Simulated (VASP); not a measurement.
Write the native input for VASP 6.6.1 that does the following.

| Item | Value |
| --- | --- |
| Task | single point |
| Functional | PBE |
| Potentials or basis | VASP PAW PBE potentials, release 64 (Al, B, P) |
| Cutoff | 520 eV |
| k mesh | 8 × 8 × 8 |
| Occupations | gaussian, width 0.02 eV |
| Spin | no spin polarisation |
| Dipole correction | no |
| Further INCAR settings | ALGO = Normal; EDIFF = 1e-07; NBANDS = 26 |

The structure of Al3BP4 lies in POSCAR:

```
Al3BP4
1.0
   -2.6401594093      2.6401594093      5.2427360137
    2.6401594093     -2.6401594093      5.2427360137
    2.6401594093      2.6401594093     -5.2427360137
Al B P
3 1 4
Direct
    0.7500000000      0.2500000000      0.5000000000
    0.0000000000      0.0000000000      0.0000000000
    0.2500000000      0.7500000000      0.5000000000
    0.5000000000      0.5000000000      0.0000000000
    0.8326494322      0.3953439525      0.0000000000
    0.1673505678      0.1673505678      0.5626945203
    0.3953439525      0.8326494322      0.0000000000
    0.6046560475      0.6046560475      0.4373054797
```

One way to write it, as run:

INCAR

```
  PREC = Accurate
  ENCUT = 520
  EDIFF = 1E-7
  ISMEAR = 0
  SIGMA = 0.02
  LREAL = False
  LASPH = True
  NELM = 60
  ALGO = Normal
  ISIF = 2
  LWAVE = False
  LCHARG = False
  GGA = PE
  NBANDS = 26
```

KPOINTS

```
Automatic mesh
0
Gamma
  8 8 8
```

Potentials or basis: VASP PAW PBE potentials, release 64 (Al, B, P).

The run is started by

```console
$ cat potpaw_PBE.64/Al/POTCAR potpaw_PBE.64/B/POTCAR potpaw_PBE.64/P/POTCAR > POTCAR
$ mpirun -np 1 vasp_std > vasp.out
```

It gave:

The pressure is -0.1 GPa, the largest force is 0.004 eV/Å and the band gap on the k mesh is 1.14 eV, direct.

Wall time 3.1 min on 1 thread of AMD EPYC 9R45 96-Core Processor (Zen 5) (shared host), peak memory 0.4 GiB.
